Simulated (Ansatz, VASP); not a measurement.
# Co in VASP and in Ansatz

```xyz
2
Lattice="2.4874 0.0000 0.0000 -1.2437 2.1541 0.0000 0.0000 0.0000 4.0633" Properties=species:S:1:pos:R:3 pbc="T T T"
Co    1.2437    0.7180    1.0559
Co    0.0000    1.4361    3.0074
```

Alike in both runs: task single point; functional BLYP; k mesh 15 × 15 × 8; occupations fermi-dirac, width 0.15 eV; collinear spin.

```csv
,VASP,Ansatz
version,VASP 6.6.1,Ansatz 0.2.0
potentials or method,"VASP PAW PBE potentials, release 64 (Co)","plane waves, PAW"
plane-wave cutoff (eV),520,420
valence electrons in the cell,18,34
```

```tsv
	VASP	Ansatz	Ansatz less VASP
pressure (GPa)	9.6	10.0	+0.38
traceless stress, the component that is largest in VASP (GPa)	-1.17	-1.10	+0.068
rms of the force components (eV/Å)	0.335	0.338	+0.0025
net moment per atom (μB)	1.57	1.58	+0.010
size of the moment on the site where the two differ most (μB)	1.58	1.64	+0.060
```

VASP's potentials were made for PBE, not for BLYP. Site moments also hang on the region over which each program counts them. Atom by atom the forces differ by 0.002 eV/Å (rms over components). VASP's potentials hold 18 valence electrons a cell and Ansatz's 34, so a difference there can come from the potentials and not from the codes.
